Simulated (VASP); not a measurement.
# TbHgB4 (F-43m) in VASP: notebook, part 2 of 2

VASP 6.6.1.

## 3. Single point, PBE

This run uses another cell than the first one, of 12.40 Å³/atom.

File INCAR:

```
SYSTEM = TbHgB4
PREC = Accurate
ENCUT = 500
EDIFF = 1E-6
ISMEAR = 0
SIGMA = 0.2
LREAL = .False.
LASPH = .True.
NELM = 200
ALGO = Normal
ISIF = 2
LWAVE = .False.
LCHARG = .True.
GGA = PE
LELF = .True.
LVHAR = .True.
NBANDS = 26
GGA_COMPAT = .False.
LMAXMIX = 6
```

File KPOINTS:

```
Automatic mesh
0
Gamma
  4 4 4
  0 0 0
```

File POSCAR:

```
TbHgB4
1.0
    0.0000000000      3.3384143333      3.3384143333
    3.3384143333      0.0000000000      3.3384143333
    3.3384143333      3.3384143333      0.0000000000
Tb B Hg
1 4 1
Direct
    0.2500000000      0.2500000000      0.2500000000
    0.6251345854      0.6251345854      0.1245962438
    0.6251345854      0.6251345854      0.6251345854
    0.1245962438      0.6251345854      0.6251345854
    0.6251345854      0.1245962438      0.6251345854
    0.0000000000      0.0000000000      0.0000000000
```

Potentials or basis: VASP PAW PBE potentials, release 64 (Tb_3, B, Hg), 4f in core.

On the command line:

```sh
cat potpaw_PBE.64/Tb_3/POTCAR potpaw_PBE.64/B/POTCAR potpaw_PBE.64/Hg/POTCAR > POTCAR
mpirun -np 1 vasp_std > vasp.out
```

OUTCAR:

```text
SYSTEM = TbHgB4
   PREC = Accurate
   ENCUT = 500
   EDIFF = 1E-6
   ISMEAR = 0
   LREAL = .False.
   LASPH = .True.
   NELM = 200
   ISIF = 2
   GGA = PE

 ion  position               nearest neighbor table
   1  0.250  0.250  0.250-   2 2.77   4 2.77   5 2.77   3 2.77   3 2.77   3 2.77   2 2.77   4 2.77
                             4 2.77   2 2.77   5 2.77   5 2.77   6 2.89   6 2.89   6 2.89   6 2.89
   2  0.625  0.625  0.125-   6 2.77   6 2.77   6 2.77   1 2.77   1 2.77   1 2.77
   3  0.625  0.625  0.625-   6 2.77   6 2.77   6 2.77   1 2.77   1 2.77   1 2.77
   4  0.125  0.625  0.625-   6 2.77   6 2.77   6 2.77   1 2.77   1 2.77   1 2.77
   5  0.625  0.125  0.625-   6 2.77   6 2.77   6 2.77   1 2.77   1 2.77   1 2.77
   6  0.000  0.000  0.000-   2 2.77   5 2.77   2 2.77   4 2.77   4 2.77   5 2.77   3 2.77   3 2.77
                             3 2.77   2 2.77   4 2.77   5 2.77   1 2.89   1 2.89   1 2.89   1 2.89

  LATTYP: Found a face centered cubic cell.
 ALAT       =     6.6768286666

  Lattice vectors:

 A1 = (   0.0000000000,   3.3384143333,   3.3384143333)
 A2 = (   3.3384143333,   0.0000000000,   3.3384143333)
 A3 = (   3.3384143333,   3.3384143333,   0.0000000000)

Analysis of symmetry for initial positions (statically):
=====================================================================
 Subroutine PRICEL returns:
 Original cell was already a primitive cell.

 Routine SETGRP: Setting up the symmetry group for a
 face centered cubic supercell.

 Subroutine GETGRP returns: Found 24 space group operations
 (whereof 24 operations were pure point group operations)
 out of a pool of 48 trial point group operations.

The static configuration has the point symmetry T_d .

Analysis of symmetry for dynamics (positions and initial velocities):
=====================================================================
 Subroutine PRICEL returns:
 Original cell was already a primitive cell.

 Routine SETGRP: Setting up the symmetry group for a
 face centered cubic supercell.

[... 118 lines left out ...]
  Thomas-Fermi vector in A             =   2.382512
   LORBIT       =      0    0 simple, 1 ext, 2 COOP (PROOUT), +10 PAW based schemes
   GGA     = PE    functional components
   LHFCALC =     F    Hartree Fock is set to
   AEXX    =    0.0000 exact exchange contribution
   IVDW    =     0    specifies the selected vdW correction
   LEPSILON=     F    determine dielectric tensor
   LRPA    =     F    only Hartree local field effects (RPA)
 non-spin polarized calculation
 Gauss-broadening in eV      SIGMA  =   0.20
  energy-cutoff  :      500.00
  volume of cell :       74.41
 maximum number of plane-waves:      1917
 NGX is ok and might be reduce to    36
   NGX = 17   NGY = 17   NGZ = 17

 number of electron      32.9999998 magnetization

 Free energy of the ion-electron system (eV)
  ---------------------------------------------------
  ext. energy  EPLUGINS =         0.00000000
  ---------------------------------------------------
  free energy    TOTEN  =       -24.35067583 eV

  energy without entropy =      -24.29583572  energy(sigma->0) =      -24.32325577

 E-fermi :   5.2854     XC(G=0): -11.7447

 val. band max:        5.2651218810   @ k =   0.2500   0.2500   0.0000
 cond. band min:       5.4546383786   @ k =  -0.2500   0.2500   0.0000
 fundamental gap:      0.1895164976
 Fermi energy:         5.2853567267

 k-point     1 :       0.0000    0.0000    0.0000
  band No.  band energies     occupation
      1     -16.4783      2.00000
      2     -16.4783      2.00000
      3     -16.4783      2.00000
      4      -6.6531      2.00000
      5      -2.6593      2.00000
      6      -2.6593      2.00000
[... 221 lines left out ...]
     25      11.3515      0.00000
     26      12.0471      0.00000

------------------------ aborting loop because EDIFF is reached ----------------------------------------

  FORCE on cell =-STRESS in cart. coord.  units (eV):
  Direction    XX          YY          ZZ          XY          YZ          ZX
  --------------------------------------------------------------------------------------
  -------------------------------------------------------------------------------------
  Total        0.1091852      0.1091852      0.1091852      0.0000000     -0.0000000      0.0000000
  in kB        2.3508430      2.3508430      2.3508430      0.0000000     -0.0000000      0.0000000
  external PRESSURE =       2.3508430 kB  Pullay stress =       0.0000000 kB

 VOLUME and BASIS-vectors are now :
 -----------------------------------------------------------------------------
  energy-cutoff  :      500.00
  volume of cell :       74.41
      direct lattice vectors                 reciprocal lattice vectors
     0.000000000  3.338414333  3.338414333    -0.149771703  0.149771703  0.149771703
     3.338414333  0.000000000  3.338414333     0.149771703 -0.149771703  0.149771703
     3.338414333  3.338414333  0.000000000     0.149771703  0.149771703 -0.149771703

 POSITION                                       TOTAL-FORCE (eV/Angst)
 -----------------------------------------------------------------------------------
      1.66921      1.66921      1.66921         0.000000      0.000000     -0.000000
      2.50291      2.50291      4.17392         0.034385      0.034385     -0.034385
      4.17392      4.17392      4.17392        -0.034385     -0.034385     -0.034385
      4.17392      2.50291      2.50291        -0.034385      0.034385      0.034385
      2.50291      4.17392      2.50291         0.034385     -0.034385      0.034385
      0.00000      0.00000      0.00000         0.000000      0.000000     -0.000000
 -----------------------------------------------------------------------------------
    total drift:                               -0.000000     -0.000000     -0.000000

  FREE ENERGIE OF THE ION-ELECTRON SYSTEM (eV)
  ---------------------------------------------------
  free  energy   TOTEN  =       -24.3506758287 eV

  energy  without entropy=      -24.2958357153  energy(sigma->0) =      -24.32325577
```

stdout:

```text
POSCAR found type information on POSCAR TbB Hg
 POSCAR found :  3 types and       6 ions
 scaLAPACK will be used
 LDA part: xc-table for (Slater+PW92), standard interpolation
 POSCAR, INCAR and KPOINTS ok, starting setup
 FFT: planning ... GRIDC
 FFT: planning ... GRID_SOFT
 FFT: planning ... GRID
 WAVECAR not read
 entering main loop
```

It took 12 s on 1 thread of AMD EPYC 9R45 (Zen 5), shared host; peak memory 0.18 GiB.

What came out:

```
Free energy            : -24.3507 eV
Pressure               : 0.2 GPa
Largest force          : 0.060 eV/Å
Band gap on the k mesh : zero (an odd number of electrons rules out a gap without spin polarisation)
```

Forces in eV/Å, atoms in the order of the input:
```
Tb   0.000  0.000  0.000
B    0.034  0.034 -0.034
B   -0.034 -0.034 -0.034
B   -0.034  0.034  0.034
B    0.034 -0.034  0.034
Hg   0.000  0.000  0.000
```

Caveat: the k points lie up to 0.41 Å⁻¹ apart, too coarse for converged energies and pressures of a metal; spin-orbit coupling is left out, which moves the levels of the heavy elements; the 4f electrons are frozen in the core, so they carry no moment and show no levels. Spin polarisation is off, so any magnetic state and its effect on volume and gap are missing.

## 4. Single point, PBE

This run uses another cell than the first one, of 13.32 Å³/atom.

File INCAR:

```
PREC     = Accurate       # precision mode
ENCUT    = 500            # plane-wave cutoff, eV
EDIFF    = 1E-6           # SCF threshold, eV
ISMEAR   = 0              # smearing method
SIGMA    = 0.2            # smearing width, eV
LREAL    = False          # projectors in reciprocal space
LASPH    = True           # aspherical terms in the spheres
NELM     = 200            # most SCF steps
ALGO     = Normal         # electronic algorithm
ISIF     = 2              # what is computed and relaxed
LWAVE    = False          # write WAVECAR
LCHARG   = False          # write CHGCAR
GGA      = PE             # functional
NBANDS   = 26             # bands
GGA_COMPAT= False        
LMAXMIX  = 6              # l up to which the mixer works
```

File KPOINTS:

```
Automatic mesh
0
Gamma
  4 4 4
```

File POSCAR:

```
TbHgB4
1.0
    0.0000000000      3.4190602968      3.4190602968
    3.4190602968      0.0000000000      3.4190602968
    3.4190602968      3.4190602968      0.0000000000
Tb B Hg
1 4 1
Direct
    0.0000000000      0.0000000000      0.0000000000
    0.5933316756      0.5933316756      0.5933316756
    0.2200049732      0.5933316756      0.5933316756
    0.5933316756      0.2200049732      0.5933316756
    0.5933316756      0.5933316756      0.2200049732
    0.2500000000      0.2500000000      0.2500000000
```

On the command line:

```sh
cat potpaw_PBE.64/Tb_3/POTCAR potpaw_PBE.64/B/POTCAR potpaw_PBE.64/Hg/POTCAR > POTCAR
mpirun -np 1 vasp_std > vasp.out
```

It took 13 s on 1 thread of AMD EPYC 9R45 (Zen 5), shared host; peak memory 0.18 GiB.

It converged, with:

- Free energy: -25.7980 eV
- Pressure: 0.3 GPa
- Largest force: 0.049 eV/Å
- Band gap on the k mesh: zero (an odd number of electrons rules out a gap without spin polarisation)

Forces on the atoms (eV/Å):
```
Tb   0.000  0.000  0.000
B    0.028  0.028  0.028
B    0.028 -0.028 -0.028
B   -0.028  0.028 -0.028
B   -0.028 -0.028  0.028
Hg   0.000  0.000  0.000
```

Levels at points of the mesh, in eV from the Fermi level:
| k point | band 13 | band 14 | band 15 | band 16 | band 17 | band 18 | band 19 | band 20 |
| --- | --- | --- | --- | --- | --- | --- | --- | --- |
| (0.00, 0.00, 0.00) | -3.69 | -2.09 | -2.09 | -2.09 | -0.86 | -0.86 | -0.13 | 5.10 |
| (0.50, 0.00, 0.00) | -4.35 | -0.57 | -0.57 | -0.25 | 0.97 | 1.33 | 1.33 | 1.91 |
| (0.50, 0.50, 0.00) | -3.68 | -3.24 | -0.74 | -0.16 | 1.05 | 1.51 | 1.51 | 3.49 |

Caveat: the k points lie up to 0.40 Å⁻¹ apart, too coarse for converged energies and pressures of a metal; spin-orbit coupling is left out, which moves the levels of the heavy elements; the 4f electrons are frozen in the core, so they carry no moment and show no levels.

## 5. The runs side by side

```csv
cell,gap on the mesh (eV),pressure (GPa),largest force (eV/Å)
"a = 4.717 Å, angles 60.0°, 6 atoms, atomic positions A",none,0.6,0.02
"a = 4.721 Å, angles 60.0°, 6 atoms, atomic positions A",none,0.2,0.06
"a = 4.835 Å, angles 60.0°, 6 atoms, atomic positions B",none,0.3,0.05
```

Alike in all rows: task single point; level PBE; potentials or basis VASP PAW PBE potentials, release 64 (Tb_3, B, Hg), 4f in core; no spin polarisation; k mesh 4 × 4 × 4; cutoff (eV) 500; smearing gaussian 0.2 eV.

Caveats: all runs use coarse meshes; spin-orbit coupling is left out, which moves the levels of the heavy elements; the 4f electrons are frozen in the core, so they carry no moment and show no levels.

Absolute energies hang on the potentials; compare differences alone.
